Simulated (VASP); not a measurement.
Set up this calculation in VASP 6.6.1, as the native input.

| Quantity | Value |
| --- | --- |
| Task | single point |
| Functional | PBE |
| Potentials or basis | VASP PAW PBE potentials, release 64 (Sc_sv) |
| Cutoff | 520 eV |
| k mesh | 8 × 8 × 11 |
| Occupations | fermi-dirac, width 0.05 eV |
| Spin | no spin polarisation |
| Dipole correction | no |
| Further INCAR settings | ALGO = Normal; EDIFF = 1e-07; NBANDS = 24 |

The structure of Sc lies in POSCAR:

```
Sc
1.0
    4.7001891616      0.0000000000      0.0000000000
   -2.3500945808      4.0704832166      0.0000000000
    0.0000000000      0.0000000000      2.9180657151
Sc
3
Direct
    0.0000000000      0.0000000000      0.0000000000
    0.3333333333      0.6666666667      0.5000000000
    0.6666666667      0.3333333333      0.5000000000
```

This isn't the form of Sc at room conditions, which is hcp.

These files were run (other wordings do the same):

INCAR

```
SYSTEM = Sc
PREC = Accurate
ENCUT = 520
EDIFF = 1E-7
ISMEAR = -1
SIGMA = 0.05
LREAL = .False.
LASPH = .True.
NELM = 60
ALGO = Normal
ISIF = 2
LWAVE = .False.
LCHARG = .False.
GGA = PE
NBANDS = 24
```

KPOINTS

```
regular mesh
0
Gamma
  8 8 11
  0 0 0
```

Potentials or basis: VASP PAW PBE potentials, release 64 (Sc_sv).

The run is started by

```console
$ cat potpaw_PBE.64/Sc_sv/POTCAR > POTCAR
$ mpirun -np 1 vasp_std > vasp.out
```

It gave:

| Property | Result |
| --- | --- |
| Pressure | 22.4 GPa |
| Band gap on the k mesh | zero (an odd number of electrons rules out a gap without spin polarisation) |

Caveat: the cell stands under pressure.

Wall time 2.5 min on 1 thread of Intel Xeon 8259CL (shared host), peak memory 0.21 GiB.
